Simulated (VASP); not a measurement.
Input of a VASP 6.6.1 run:

INCAR

```
SYSTEM = Sb
  PREC = Accurate
  ENCUT = 400
  EDIFF = 1E-6
  ISMEAR = -1
  SIGMA = 0.02
  LREAL = .FALSE.
  LASPH = .TRUE.
  NELM = 120
  ALGO = Normal
  ISIF = 2
  LWAVE = .FALSE.
  LCHARG = .TRUE.
  LDIPOL = .TRUE.
  IDIPOL = 3
  DIPOL = 0.5 0.5 0.327
  GGA = PS
  LELF = .TRUE.
  LVHAR = .TRUE.
  LVACPOTAV = .TRUE.
  NBANDS = 38
  GGA_COMPAT = .FALSE.
  NELMDL = -8
```

The input KPOINTS:

```
regular mesh
0
G
  6 6 1
  0 0 0
```

The input POSCAR:

```
Sb
1.0
    4.7128488999      0.0000000000      0.0000000000
    0.0000000000      4.3142726534      0.0000000000
    0.0000000000      0.0000000000     29.0216962420
Sb
4
Direct
    0.0432668822      0.0000000000      0.3754689406
    0.4567331178      0.5000000000      0.3754689406
    0.5432668822      0.5000000000      0.2792136748
    0.9567331178      0.0000000000      0.2792136748
```

Potentials or basis: VASP PAW PBE potentials, release 64 (Sb_d_GW).

Run with:

```sh
$ cat potpaw_PBE.64/Sb_d_GW/POTCAR > POTCAR
$ mpirun -np 1 vasp_std > vasp.out
```

Task: What does it give for the largest force?

Result: 0.005 eV/Å.

Forces in eV/Å, atoms in the order of the input:
```
Sb   0.001  0.000  0.005
Sb  -0.001  0.000  0.005
Sb   0.001  0.000 -0.005
Sb  -0.001  0.000 -0.005
```

Caveat: the PAW data sets were made with another functional, which shifts forces and pressure a little.
